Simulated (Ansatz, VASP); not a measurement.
Two plane-wave programs on Lu

```
Lu
1.0
     7.00620    0.00000    0.00000
    -3.50310    6.06755    0.00000
     0.00000    0.00000   11.10180
Lu
15
Direct
  0.16736 0.33264 0.12396
  0.16736 0.33264 0.62604
  0.33333 0.16667 0.87500
  0.16736 0.83472 0.12396
  0.33879 0.66940 0.37500
  0.16736 0.83472 0.62604
  0.33158 0.66579 0.87500
  0.66528 0.33264 0.12396
  0.83060 0.16121 0.37500
  0.66528 0.33264 0.62604
  0.83421 0.16842 0.87500
  0.66667 0.83333 0.12510
  0.83060 0.66940 0.37500
  0.66667 0.83333 0.62490
  0.83421 0.66579 0.87500
```

Alike in both runs: functional revPBE; k mesh 2 × 2 × 2; occupations methfessel-paxton of order 1, width 0.05 eV; no spin polarisation.

Ansatz relaxed the structure, and its values are those at the end. VASP's run is a single point on that final structure, the one shown.

|  | VASP | Ansatz |
| --- | --- | --- |
| version | VASP 6.6.1 | Ansatz 0.2.0 |
| potentials or method | VASP PAW PBE potentials, release 64 (Lu) | plane waves, norm-conserving potentials |
| plane-wave cutoff (eV) | 520 | 1361 |
| valence electrons in the cell | 375 | 375 |

|  | VASP | Ansatz | Ansatz less VASP |
| --- | --- | --- | --- |
| gap on the k mesh at the Fermi level (eV) | none | none | - |
| rms of the force components (eV/Å) | 0.003 | 0.002 | -0.0016 |

VASP's potentials were made for PBE, not for revPBE. A gap of «none» marks a metal or a gap that the smearing closes. Ansatz's warnings: subspace factor ram capped.

The k mesh is coarse, so the values compare programs but aren't converged. Spin-orbit coupling is off throughout.
